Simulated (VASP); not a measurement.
Write the native input for VASP 6.6.1 that does the following.

```
Task                   : single point
Functional             : PBE
Potentials or basis    : VASP PAW PBE potentials, release 64 (Li_sv, F)
Cutoff                 : 520 eV
k mesh                 : 6 × 6 × 6
Occupations            : gaussian, width 0.01 eV
Spin                   : no spin polarisation
Dipole correction      : no
Further INCAR settings : ALGO = Normal; EDIFF = 1e-07; NBANDS = 12
```

The structure of LiF lies in POSCAR:

```
LiF
1.0
    0.0000000000      2.0347691723      2.0347691723
    2.0347691723      0.0000000000      2.0347691723
    2.0347691723      2.0347691723      0.0000000000
Li F
1 1
Direct
    0.0000000000      0.0000000000      0.0000000000
    0.5000000000      0.5000000000      0.5000000000
```

This cell differs from its parent crystal: strain +2.0%.

These files were run (other wordings do the same):

INCAR

```
PREC = Accurate
ENCUT = 520
EDIFF = 1E-7
ISMEAR = 0
SIGMA = 0.01
LREAL = F
LASPH = T
NELM = 60
ALGO = Normal
ISIF = 2
LWAVE = F
LCHARG = F
GGA = PE
NBANDS = 12
```

KPOINTS

```
Automatic mesh
0
Gamma
  6 6 6
```

Potentials or basis: VASP PAW PBE potentials, release 64 (Li_sv, F).

Launch:

```console
$ cat potpaw_PBE.64/Li_sv/POTCAR potpaw_PBE.64/F/POTCAR > POTCAR
$ mpirun -np 1 vasp_std > vasp.out
```

It gave:

| Item | Value |
| --- | --- |
| Band gap on the k mesh | 8.82 eV |

Caveat: the k points lie up to 0.45 Å⁻¹ apart; the cell differs from its parent crystal (strain +2.0%).

Run time: 2 s on 1 thread of Intel(R) Xeon(R) 6975P-C (Granite Rapids), on a shared host, peak memory 0.12 GiB.
